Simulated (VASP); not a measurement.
**ZnS (pbe): single point with PBE**

The system is ZnS (pbe).

```xyz
4
Lattice="3.8451 0.0000 0.0000 -1.9226 3.3300 0.0000 0.0000 0.0000 6.3057" Properties=species:S:1:pos:R:3 pbc="T T T"
Zn    0.0000    2.2200   -0.2359
Zn    1.9226    1.1100    2.9170
S     0.0000    2.2200    2.6005
S     1.9226    1.1100    5.7534
```

```json
{"Program": "VASP 6.6.1", "Task": "single point", "Functional": "PBE", "Potentials or basis": "VASP PAW PBE potentials, release 64 (Zn, S)", "Cutoff": "520 eV", "k mesh": "9 × 9 × 6", "Occupations": "gaussian, width 0.01 eV", "Spin": "no spin polarisation", "Dipole correction": "no", "Further INCAR settings": "ALGO = Normal; EDIFF = 1e-06; NBANDS = 26"}
```

```
Pressure               : 3.8 GPa
Largest force          : 0.652 eV/Å
Band gap on the k mesh : 2.34 eV, direct
```

Forces on the atoms (eV/Å):
```
Zn   0.000  0.000  0.652
Zn   0.000  0.000  0.652
S    0.000  0.000 -0.652
S    0.000  0.000 -0.652
```

Stress tensor (GPa, compression positive):
```
 5.93  0.00  0.00
 0.00  5.93  0.00
 0.00  0.00 -0.45
```

Levels at points of the mesh, in eV from the valence-band top:
| k point | band 15 | band 16 | band 17 | band 18 | band 19 | band 20 | band 21 | band 22 |
| --- | --- | --- | --- | --- | --- | --- | --- | --- |
| (0.00, 0.00, 0.00) | -0.68 | -0.12 | -0.12 | 0.00 | 2.34 | 2.47 | 6.27 | 6.27 |
| (0.00, 0.00, 0.50) | -0.40 | -0.40 | -0.40 | -0.40 | 3.13 | 3.13 | 6.58 | 6.58 |

Run time: 39 s on 1 thread of Intel(R) Xeon(R) 6975P-C (Granite Rapids), on a shared host, peak memory 0.23 GiB.

A k mesh can miss the band edges. Expect the measured gap to be larger: semilocal functionals such as PBE lack the derivative discontinuity.
